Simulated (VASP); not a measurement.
# MoS2 in VASP: further runs

MoS2 is run at these levels: PBEsol; tasks: single point.

Program: VASP 6.6.1. These are calculated values, not measurements. Logs are shortened: lines on timing, memory, paths and dates and some standing lists are left out, and cuts for length are marked.

### 1 The cell of the first run

The cell holds a slab with vacuum, 3 atoms: a = 3.163 Å, b = 3.163 Å, c = 17.218 Å, α = 90.00°, β = 90.00°, γ = 120.00°.

### 2 Single point, PBEsol (49.72 Å³/atom)

File INCAR:

```
SYSTEM = MoS2
PREC     = Accurate       ! precision mode
ENCUT    = 520            ! plane-wave cutoff, eV
EDIFF    = 1E-7           ! SCF threshold, eV
ISMEAR   = -1             ! smearing method
SIGMA    = 0.05           ! smearing width, eV
LREAL    = .False.        ! projectors in reciprocal space
LASPH    = .True.         ! aspherical terms in the spheres
NELM     = 100            ! most SCF steps
ALGO     = Normal         ! electronic algorithm
ISIF     = 2              ! what is computed and relaxed
LWAVE    = .False.        ! write WAVECAR
LCHARG   = .False.        ! write CHGCAR
GGA      = PS             ! functional
NBANDS   = 20             ! bands
```

File KPOINTS:

```
Automatic mesh
0
Gamma
  10 10 2
  0 0 0
```

File POSCAR:

```
MoS2
1.0
    3.1627554646      0.0000000000      0.0000000000
   -1.5813777323      2.7390265783      0.0000000000
    0.0000000000      0.0000000000     17.2182568475
Mo S
1 2
Direct
    0.0000000000      0.0000000000      0.0000000000
    0.3333333333      0.6666666667      0.9105070200
    0.3333333333      0.6666666667      0.0894929800
```

Potentials or basis: VASP PAW PBE potentials, release 64 (Mo_sv, S).

Run with:

```
cat potpaw_PBE.64/Mo_sv/POTCAR potpaw_PBE.64/S/POTCAR > POTCAR
mpirun -np 1 vasp_std > vasp.out
```

OUTCAR:

```text
SYSTEM = MoS2
   PREC = Accurate
   ENCUT = 520
   EDIFF = 1E-7
   ISMEAR = -1
   LREAL = .False.
   LASPH = .True.
   NELM = 100
   ISIF = 2
   GGA = PS

 ion  position               nearest neighbor table
   1  0.000  0.000  0.000-   2 2.39   3 2.39   2 2.39   3 2.39   2 2.39   3 2.39
   2  0.333  0.667  0.911-   1 2.39   1 2.39   1 2.39
   3  0.333  0.667  0.089-   1 2.39   1 2.39   1 2.39

  LATTYP: Found a hexagonal cell.
 ALAT       =     3.1627554646
 C/A-ratio  =     5.4440683259

  Lattice vectors:

 A1 = (   3.1627554646,   0.0000000000,   0.0000000000)
 A2 = (  -1.5813777323,   2.7390265783,   0.0000000000)
 A3 = (   0.0000000000,   0.0000000000,  17.2182568475)

Analysis of symmetry for initial positions (statically):
=====================================================================
 Subroutine PRICEL returns:
 Original cell was already a primitive cell.

 Routine SETGRP: Setting up the symmetry group for a
 hexagonal supercell.

 Subroutine GETGRP returns: Found 12 space group operations
 (whereof 12 operations were pure point group operations)
 out of a pool of 24 trial point group operations.

The static configuration has the point symmetry D_3h.

Analysis of symmetry for dynamics (positions and initial velocities):
=====================================================================
 Subroutine PRICEL returns:
 Original cell was already a primitive cell.

 Routine SETGRP: Setting up the symmetry group for a
 hexagonal supercell.

 Subroutine GETGRP returns: Found 12 space group operations
 (whereof 12 operations were pure point group operations)
 out of a pool of 24 trial point group operations.

The dynamic configuration has the point symmetry D_3h.

 Subroutine INISYM returns: Found 12 space group operations
 (whereof 12 operations are pure point group operations),
 and found     1 'primitive' translations

----------------------------------------------------------------------------------------

                                     Primitive cell

  volume of cell :     149.1595

  direct lattice vectors                    reciprocal lattice vectors
     3.162755465  0.000000000  0.000000000     0.316179993  0.182546604  0.000000000
    -1.581377732  2.739026578  0.000000000     0.000000000  0.365093208  0.000000000
     0.000000000  0.000000000 17.218256848     0.000000000  0.000000000  0.058077888

  length of vectors
     3.162755465  3.162755465 17.218256848     0.365093208  0.365093208  0.058077888

  position of ions in fractional coordinates (direct lattice)
     0.000000000  0.000000000  0.000000000
     0.333333333  0.666666667  0.910507020
     0.333333333  0.666666667  0.089492980

  ion indices of the primitive-cell ions
   primitive index   ion index
                 1           1
                 2           2
                 3           3

----------------------------------------------------------------------------------------

 KPOINTS: Automatic mesh

Automatic generation of k-mesh.
 Grid dimensions read from file:
 generate k-points for:   10   10    2

 Generating k-lattice:

  Cartesian coordinates                     Fractional coordinates (reciprocal lattice)
     0.031617999  0.018254660  0.000000000     0.100000000 -0.000000000  0.000000000
     0.000000000  0.036509321  0.000000000     0.000000000  0.100000000  0.000000000
     0.000000000  0.000000000  0.029038944     0.000000000  0.000000000  0.500000000

  Length of vectors
     0.036509321  0.036509321  0.029038944

  Shift w.r.t. Gamma in fractional coordinates (k-lattice)
     0.000000000  0.000000000  0.000000000

 Subroutine IBZKPT returns following result:
 ===========================================

 Found     28 irreducible k-points:

 Following reciprocal coordinates:
            Coordinates               Weight
  0.000000  0.000000  0.000000      1.000000
  0.100000  0.000000  0.000000      6.000000
  0.200000  0.000000  0.000000      6.000000
  0.300000  0.000000  0.000000      6.000000
  0.400000  0.000000  0.000000      6.000000
  0.500000 -0.000000  0.000000      3.000000
[... 16 lines left out ...]
  0.300000  0.100000  0.500000     12.000000
  0.400000  0.100000  0.500000     12.000000
 [... further k-points ...]
   k-points           NKPTS =     28   k-points in BZ     NKDIM =     28   number of bands    NBANDS=     20
   number of dos      NEDOS =    301   number of ions     NIONS =      3
   total plane-waves  NPLWV =  73728
   dimension x,y,z NGX =    24 NGY =   24 NGZ =  128
   dimension x,y,z NGXF=    48 NGYF=   48 NGZF=  256
   ions per type =               1   2
   NGX,Y,Z   is equivalent  to a cutoff of  12.62, 12.62, 12.36 a.u.
   NGXF,Y,Z  is equivalent  to a cutoff of  25.23, 25.23, 24.72 a.u.
 SYSTEM =  MoS2
   PREC   = accura    normal or accurate (medium, high low for compatibility)
   ISTART =      0    job   : 0-new  1-cont  2-samecut
   ICHARG =      2    charge: 1-file 2-atom 10-const
   ISPIN  =      1    spin polarized calculation?
   LNONCOLLINEAR =      F non collinear calculations
   LSORBIT =      F    spin-orbit coupling
   LASPH  =      T    aspherical Exc in radial PAW
   ENCUT  =  520.0 eV  38.22 Ry    6.18 a.u.   5.88  5.88 32.01*2*pi/ulx,y,z
   NELM   =    100;   NELMIN=  2; NELMDL= -5     # of ELM steps
   EDIFF  = 0.1E-06   stopping-criterion for ELM
   LREAL  =      F    real-space projection
   EDIFFG = 0.1E-05   stopping-criterion for IOM
   NSW    =      0    number of steps for IOM
   IBRION =     -1    ionic relax: 0-MD 1-quasi-New 2-CG
   NFREE  =      0    steps in history (QN), initial steepest desc. (CG)
   ISIF   =      2    stress and relaxation
   ISYM   =      2    0-nonsym 1-usesym 2-fastsym
   POTIM  = 0.5000    time-step for ionic-motion
   TEBEG  =    0.0;   TEEND  =   0.0 temperature during run
   PSTRESS=    0.0 pullay stress
   NELECT =      26.0000    total number of electrons
   NUPDOWN=      -1.0000    fix difference up-down
   EMIN   =  10.00;   EMAX   =-10.00  energy-range for DOS
   EFERMI =   0.00;   METHOD = LEGACY
   ISMEAR =    -1;   SIGMA  =   0.05  broadening in eV -4-tet -1-fermi 0-gaus
   EFERMI_NEDOS =   21; number of points for ismear=-14 and -15
   IALGO  =     38    algorithm
   IMIX   =      4    mixing-type and parameters
     AMIX     =   0.40;   BMIX     =  1.00
     AMIX_MAG =   1.60;   BMIX_MAG =  1.00
  volume/ion in A,a.u.               =      49.72       335.53
  Fermi-wavevector in a.u.,A,eV,Ry     =   0.914497  1.728149 11.378616  0.836305
  Thomas-Fermi vector in A             =   2.039131
   LORBIT       =      0    0 simple, 1 ext, 2 COOP (PROOUT), +10 PAW based schemes
   GGA     = PS    functional components
   LHFCALC =     F    Hartree Fock is set to
   AEXX    =    0.0000 exact exchange contribution
   IVDW    =     0    specifies the selected vdW correction
   LEPSILON=     F    determine dielectric tensor
   LRPA    =     F    only Hartree local field effects (RPA)
 non-spin polarized calculation
  energy-cutoff  :      520.00
  volume of cell :      149.16
 maximum number of plane-waves:      4040
 NGX is ok and might be reduce to    24
   NGX = 11   NGY = 11   NGZ = 65

 number of electron      25.9999997 magnetization

 Free energy of the ion-electron system (eV)
  ---------------------------------------------------
  ext. energy  EPLUGINS =         0.00000000
  ---------------------------------------------------
  free energy    TOTEN  =       -23.41891781 eV

  energy without entropy =      -23.41891781  energy(sigma->0) =      -23.41891781

 E-fermi :  -0.4940     XC(G=0):  -4.4551

 val. band max:       -1.3667471342   @ k =   0.0000   0.0000   0.5000
 cond. band min:       0.4307833653   @ k =   0.3000   0.3000   0.0000
 fundamental gap:      1.7975304996
 Fermi energy:        -0.4939885091

 k-point     1 :       0.0000    0.0000    0.0000
  band No.  band energies     occupation
      1     -62.1217      2.00000
      2     -36.3214      2.00000
      3     -36.0884      2.00000
      4     -36.0884      2.00000
      5     -15.6003      2.00000
      6     -14.1917      2.00000
[... 12 lines left out ...]
     19       4.4047      0.00000
     20       4.8200      0.00000

 k-point     2 :       0.1000    0.0000    0.0000
  band No.  band energies     occupation
      1     -62.1178      2.00000
      2     -36.3135      2.00000
      3     -36.1284      2.00000
      4     -36.0974      2.00000
      5     -15.4469      2.00000
      6     -14.1321      2.00000
[... 12 lines left out ...]
     19       4.5999      0.00000
     20       5.4002      0.00000

 k-point     3 :       0.2000    0.0000    0.0000
  band No.  band energies     occupation
      1     -62.1074      2.00000
      2     -36.2928      2.00000
      3     -36.2320      2.00000
      4     -36.1210      2.00000
      5     -15.0216      2.00000
      6     -13.9674      2.00000
[... 12 lines left out ...]
     19       5.1572      0.00000
     20       6.1072      0.00000

 k-point     4 :       0.3000    0.0000    0.0000
  band No.  band energies     occupation
      1     -62.0945      2.00000
      2     -36.3577      2.00000
      3     -36.2671      2.00000
      4     -36.1500      2.00000
      5     -14.4332      2.00000
      6     -13.7429      2.00000
[... 12 lines left out ...]
     19       5.9464      0.00000
     20       6.7461      0.00000

 k-point     5 :       0.4000    0.0000    0.0000
  band No.  band energies     occupation
      1     -62.0840      2.00000
      2     -36.4576      2.00000
      3     -36.2462      2.00000
      4     -36.1734      2.00000
      5     -13.8801      2.00000
      6     -13.5396      2.00000
[... 12 lines left out ...]
     19       6.3835      0.00000
     20       6.5636      0.00000

 k-point     6 :       0.5000   -0.0000    0.0000
  band No.  band energies     occupation
      1     -62.0800      2.00000
      2     -36.4954      2.00000
      3     -36.2382      2.00000
      4     -36.1823      2.00000
      5     -13.6416      2.00000
      6     -13.4555      2.00000
[... 12 lines left out ...]
     19       6.5130      0.00000
     20       6.9645      0.00000

 k-point     7 :       0.1000    0.1000    0.0000
  band No.  band energies     occupation
      1     -62.1106      2.00000
      2     -36.2992      2.00000
      3     -36.1973      2.00000
      4     -36.1167      2.00000
      5     -15.1572      2.00000
      6     -14.0195      2.00000
[... 12 lines left out ...]
     19       4.9790      0.00000
     20       5.9680      0.00000
[... 277 lines left out ...]
 k-point    20 :       0.5000   -0.0000    0.5000
  band No.  band energies     occupation
      1     -62.0800      2.00000
      2     -36.4954      2.00000
      3     -36.2382      2.00000
      4     -36.1823      2.00000
      5     -13.6416      2.00000
      6     -13.4555      2.00000
[... 12 lines left out ...]
     19       6.5129      0.00000
     20       6.9654      0.00000

 k-point    21 :       0.1000    0.1000    0.5000
  band No.  band energies     occupation
      1     -62.1106      2.00000
      2     -36.2992      2.00000
      3     -36.1973      2.00000
      4     -36.1167      2.00000
      5     -15.1572      2.00000
      6     -14.0195      2.00000
[... 12 lines left out ...]
     19       4.8887      0.00000
     20       6.1095      0.00000

 k-point    22 :       0.2000    0.1000    0.5000
  band No.  band energies     occupation
      1     -62.0989      2.00000
      2     -36.3048      2.00000
      3     -36.2760      2.00000
      4     -36.1500      2.00000
      5     -14.6471      2.00000
      6     -13.8218      2.00000
[... 12 lines left out ...]
     19       5.5592      0.00000
     20       6.7824      0.00000

 k-point    23 :       0.3000    0.1000    0.5000
  band No.  band energies     occupation
      1     -62.0872      2.00000
      2     -36.4103      2.00000
      3     -36.2527      2.00000
      4     -36.1835      2.00000
      5     -14.0651      2.00000
      6     -13.5997      2.00000
[... 12 lines left out ...]
     19       6.4343      0.00000
     20       6.7062      0.00000

 k-point    24 :       0.4000    0.1000    0.5000
  band No.  band energies     occupation
      1     -62.0800      2.00000
      2     -36.4745      2.00000
      3     -36.2382      2.00000
      4     -36.2041      2.00000
      5     -13.6515      2.00000
      6     -13.4464      2.00000
[... 12 lines left out ...]
     19       7.0662      0.00000
     20       7.2345      0.00000

 [... further k-points ...]
[... 5 lines left out ...]
  --------------------------------------------------------------------------------------
  -------------------------------------------------------------------------------------
  Total       -0.4431189     -0.4431189      0.5751825      0.0000000      0.0000000      0.0000000
  in kB       -4.7597024     -4.7597024      6.1782457      0.0000000      0.0000000      0.0000000
  external PRESSURE =      -1.1137197 kB  Pullay stress =       0.0000000 kB

 VOLUME and BASIS-vectors are now :
 -----------------------------------------------------------------------------
  energy-cutoff  :      520.00
  volume of cell :      149.16
      direct lattice vectors                 reciprocal lattice vectors
     3.162755465  0.000000000  0.000000000     0.316179993  0.182546604  0.000000000
    -1.581377732  2.739026578  0.000000000     0.000000000  0.365093208  0.000000000
     0.000000000  0.000000000 17.218256848     0.000000000  0.000000000  0.058077888

 POSITION                                       TOTAL-FORCE (eV/Angst)
 -----------------------------------------------------------------------------------
      0.00000      0.00000      0.00000        -0.000000      0.000000      0.000000
     -0.00000      1.82602     15.67734         0.000000      0.000000     -0.194487
     -0.00000      1.82602      1.54091        -0.000000      0.000000      0.194487
 -----------------------------------------------------------------------------------
    total drift:                                0.000000     -0.000000     -0.000000

  FREE ENERGIE OF THE ION-ELECTRON SYSTEM (eV)
  ---------------------------------------------------
  free  energy   TOTEN  =       -23.4189178085 eV

  energy  without entropy=      -23.4189178062  energy(sigma->0) =      -23.41891781
```

Run time: 64 s. Hardware: 1 thread of AMD EPYC 9R45 (Zen 5), shared host; peak memory 0.26 GiB.

Results:

```yaml
Free_energy: -23.4189 eV
Largest_force: 0.194 eV/Å
Band_gap_on_the_k_mesh: 1.80 eV (least direct gap 1.99 eV)
```

Forces on the atoms (eV/Å):
```
Mo   0.000  0.000  0.000
S    0.000  0.000 -0.194
S    0.000  0.000  0.194
```

Caveat: there is no dipole correction, which matters where the two faces differ; the PAW data sets were made with another functional, which shifts forces and pressure a little.

(Continued in part 2 of 2.)
